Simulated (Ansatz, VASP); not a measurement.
# Two plane-wave programs on HfC

```
CELL_PARAMETERS angstrom
0.00000 2.32500 2.32500
2.32500 0.00000 2.32500
2.32500 2.32500 0.00000
ATOMIC_POSITIONS crystal
Hf 0.39500 0.39500 0.60500
C 0.10500 0.10500 0.89500
```

Change from the starting cell: shortest bond scaled by 0.58, PAW files.

Alike in both runs: task electric field gradients; functional PBEsol; k mesh 11 × 11 × 11; occupations fermi-dirac, width 0.05 eV; no spin polarisation.

```csv
,VASP,Ansatz
version,VASP 6.6.1,Ansatz 0.2.0
potentials or method,"VASP PAW PBE potentials, release 64 (Hf_pv, C)","PAW with Ansatz's default frozen-core files, scalar-relativistic"
plane-wave cutoff (eV),520,420
valence electrons in the cell,14,30
```

Ansatz gave:

- pressure (GPa): 132.8
- traceless stress, the component that is largest in VASP (GPa): 282.58
- rms of the force components (eV/Å): 29.202
- size of Vzz on the site where it differs most (V/Å²): 684.9

Q: Which values does VASP return?

A: Pressure (GPa): 140.2; traceless stress, the component that is largest in VASP (GPa): 296.73; rms of the force components (eV/Å): 30.710; size of Vzz on the site where it differs most (V/Å²): 526.5.

VASP's potentials were made for PBE, not for PBEsol. Atom by atom the forces differ by 1.507 eV/Å (rms over components). Both programs put the cell under a high pressure, so it lies far from rest at this level. With one functional, cell and mesh, what is left measures potentials, basis and numerics. VASP's potentials hold 14 valence electrons a cell and Ansatz's 30, so a difference there can come from the potentials and not from the codes.

Neither program's run includes spin-orbit coupling. Noted on VASP's run: the cell as given lies far from equilibrium.
